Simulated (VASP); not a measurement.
Here is a VASP 6.6.1 calculation.

The input INCAR:

```
PREC = Accurate
ENCUT = 520
EDIFF = 1E-6
ISMEAR = 0
SIGMA = 0.02
LREAL = Auto
LASPH = T
NELM = 80
ALGO = Normal
ISIF = 2
LWAVE = F
LCHARG = F
GGA = PE
IVDW = 12
NBANDS = 48
```

File KPOINTS:

```
Automatic mesh
0
Gamma
  2 2 2
```

Contents of POSCAR:

```
Si
1.0
    0.0000000000      5.4300000000      5.4300000000
    5.4300000000      0.0000000000      5.4300000000
    5.4300000000      5.4300000000      0.0000000000
Si
17
Direct
    0.0115067219     -0.0029912523     -0.0051824125
    0.1251968692      0.1158360958      0.1340793738
    0.0058028545     -0.0171017495      0.5058295580
    0.1477720074      0.1179423573      0.6165274401
   -0.0106507366      0.4893906998      0.0322461326
    0.1252085635      0.6252385820      0.1340954880
    0.0056713628      0.5057792818      0.5058496317
    0.1140874770      0.6139462247      0.6582416206
    0.4969766114     -0.0029876611     -0.0051744015
    0.6397693370      0.1397846225      0.0809982505
    0.5154276243      0.0155937385      0.4538699816
    0.6180828729      0.1179298343      0.6165362799
    0.4969788214      0.5115108656     -0.0051622468
    0.6157956722      0.6252417127      0.1340603131
    0.4830554328      0.5057871087      0.5058119705
    0.6179256906      0.6479280847      0.6165577348
    0.7732067219      0.2733074586      0.6805827808
```

Potentials or basis: VASP PAW PBE potentials, release 64 (Si).

Run with:

```console
$ cat potpaw_PBE.64/Si/POTCAR > POTCAR
$ mpirun -np 1 vasp_std > vasp.out
```

Q: Estimate the largest force.

A: 0.492 eV/Å.

Q: Estimate the dispersion energy per atom.

A: -0.332 eV.

Forces on the atoms (eV/Å):
```
Si   0.006 -0.020 -0.006
Si  -0.026 -0.027  0.028
Si  -0.005 -0.043  0.042
Si   0.002 -0.045  0.000
Si  -0.069 -0.068  0.068
Si  -0.028 -0.029  0.026
Si  -0.044 -0.040  0.007
Si  -0.064 -0.064  0.065
Si   0.005  0.006  0.021
Si   0.037  0.036 -0.036
Si   0.035  0.035 -0.034
Si   0.002 -0.001  0.045
Si  -0.018  0.006 -0.006
Si  -0.027 -0.025  0.029
Si  -0.044 -0.008  0.038
Si  -0.047  0.002 -0.003
Si   0.285  0.284 -0.284
```

Caveat: the k points lie up to 0.50 Å⁻¹ apart.
